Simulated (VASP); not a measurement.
Sc, 1 atom in the cell. The cell holds a slab with vacuum, 1 atom: a = 3.270 Å, b = 3.270 Å, c = 16.000 Å, α = 90.00°, β = 90.00°, γ = 90.00°. 

- Program: VASP 6.6.1
- Task: single point
- Functional: PBE
- Potentials or basis: VASP PAW PBE potentials, release 64 (Sc_sv)
- Cutoff: 520 eV
- k mesh: 11 × 11 × 1
- Occupations: fermi-dirac, width 0.08 eV
- Spin: no spin polarisation
- Dipole correction: yes
- Further INCAR settings: ALGO = Normal; EDIFF = 1e-06; NBANDS = 12

Potentials or basis: VASP PAW PBE potentials, release 64 (Sc_sv).

Command:

```bash
$ cat potpaw_PBE.64/Sc_sv/POTCAR > POTCAR
$ mpirun -np 1 vasp_std > vasp.out
```

Hardware: 1 thread of Intel(R) Xeon(R) Platinum 8259CL CPU @ 2.50GHz (Skylake/Cascade Lake), on a shared host.

Problem. Estimate the wall time of this run.

Solution. It took 53 s on 1 thread of Intel(R) Xeon(R) Platinum 8259CL CPU @ 2.50GHz (Skylake/Cascade Lake) (shared host), peak memory 0.25 GiB. Counts: scf iterations 19, k points 21.
